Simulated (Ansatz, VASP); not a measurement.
# Ga2P: VASP beside Ansatz

```
Ga P
1.0
     4.68525    0.00000    0.00000
     0.00000    5.71831    0.00000
     0.00000    0.00000    3.56975
Ga P
4 2
Direct
  0.20040 0.37870 0.00000
  0.79960 0.62130 0.00000
  0.70040 0.12130 0.50000
  0.29960 0.87870 0.50000
  0.00000 0.00000 0.00000
  0.50000 0.50000 0.50000
```

Alike in both runs: task single point; functional PBE; k mesh 4 × 4 × 6; occupations gaussian, width 0.1 eV; no spin polarisation.

```csv
,VASP,Ansatz
version,VASP 6.6.1,Ansatz 0.2.0
potentials or method,"VASP PAW PBE potentials, release 64 (Ga_d, P), cutoff 520 eV","scalar-relativistic, plane waves, PAW"
valence electrons in the cell,62,62
```

Ansatz gave:

| Quantity | Value |
| --- | --- |
| gap on the k mesh at the Fermi level (eV) | none |
| pressure (GPa) | 22.8 |
| traceless stress, the component that is largest in VASP (GPa) | -5.14 |
| rms of the force components (eV/Å) | 0.199 |

Q: Which values does VASP return?

A: gap on the k mesh at the Fermi level (eV): none; pressure (GPa): 22.8; traceless stress, the component that is largest in VASP (GPa): -5.15; rms of the force components (eV/Å): 0.202.

Atom by atom the forces differ by 0.003 eV/Å (rms over components). A gap of «none» marks a metal or a gap that the smearing closes. With one functional, cell and mesh, what is left measures potentials, basis and numerics.
